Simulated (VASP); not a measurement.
Here is a VASP 6.6.1 calculation.

The input INCAR:

```
SYSTEM = Al
PREC     = Accurate       ! precision mode
ENCUT    = 520            ! plane-wave cutoff, eV
EDIFF    = 1E-6           ! SCF threshold, eV
ISMEAR   = -1             ! smearing method
SIGMA    = 0.1            ! smearing width, eV
LREAL    = .False.        ! projectors in reciprocal space
LASPH    = .True.         ! aspherical terms in the spheres
NELM     = 60             ! most SCF steps
ALGO     = Normal         ! electronic algorithm
ISIF     = 2              ! what is computed and relaxed
LWAVE    = .False.        ! write WAVECAR
LCHARG   = .False.        ! write CHGCAR
GGA      = PE             ! functional
NBANDS   = 8              ! bands
```

KPOINTS

```
regular mesh
0
Gamma
  8 8 8
  0 0 0
```

POSCAR

```
Al
1.0
    0.0000000000      2.0230000000      2.0230000000
    2.0230000000      0.0000000000      2.0230000000
    2.0230000000      2.0230000000      0.0000000000
Al
1
Direct
    0.0000000000      0.0000000000      0.0000000000
```

Potentials or basis: VASP PAW PBE potentials, release 64 (Al).

The run is started by

```console
$ cat potpaw_PBE.64/Al/POTCAR > POTCAR
$ mpirun -np 1 vasp_std > vasp.out
```

Problem. What does it give for the pressure?

Solution. -0.2 GPa.
